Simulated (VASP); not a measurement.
Runs of VASP 6.6.1 on TlBr. Symmetry: Pm-3m, No. 221, cubic system. Conventional cell: a = 3.946 Å, b = 3.946 Å, c = 3.946 Å, α = 90.00°, β = 90.00°, γ = 90.00°. Within 4.5 Å of Tl (site symmetry m-3m) lie 8 Br at 3.42 Å and 6 Tl at 3.95 Å. Within 4.5 Å of Br (site symmetry m-3m) lie 8 Tl at 3.42 Å and 6 Br at 3.95 Å. 

```tsv
level	cutoff (eV)	smearing	grid for exact exchange (PRECFOCK)	share of exact exchange	screening parameter	gap on the mesh (eV)	pressure (GPa)
HSE06	400	gaussian 0.01 eV	Normal	0.25	0.2079 1/Å	2.47	1.6
PBE-based screened hybrid with 20 % exact exchange	400	gaussian 0.01 eV	Normal	0.2	0.5 1/Å	(c)	1.8
PBE-based global hybrid with 100 % exact exchange	400	gaussian 0.01 eV	Normal	1	-	7.47	-0.2
PBE-based screened hybrid with 100 % exact exchange	400	gaussian 0.01 eV	Normal	1	0.5 1/Å	(b)	(a)
HSE06	400	gaussian 0.2 eV	Normal	0.25	0.2079 1/Å	2.47	1.6
r2SCAN	550	gaussian 0.01 eV	-	-	-	2.23	1.1
```

Alike in all rows: task single point; potentials or basis VASP PAW PBE potentials, release 64 (Tl_d, Br); no spin polarisation; cell as given; k mesh 4 × 4 × 4.

**Question.** Estimate the missing entries.

**Answer.** (a) 0.9; (b) 2.99; (c) 2.02.

Caveats: the PAW data sets were made with another functional, which shifts forces and pressure a little; spin-orbit coupling is left out, which moves the levels of the heavy elements.

A k mesh can miss the band edges, and the runs leave out spin-orbit coupling on Br, Tl.
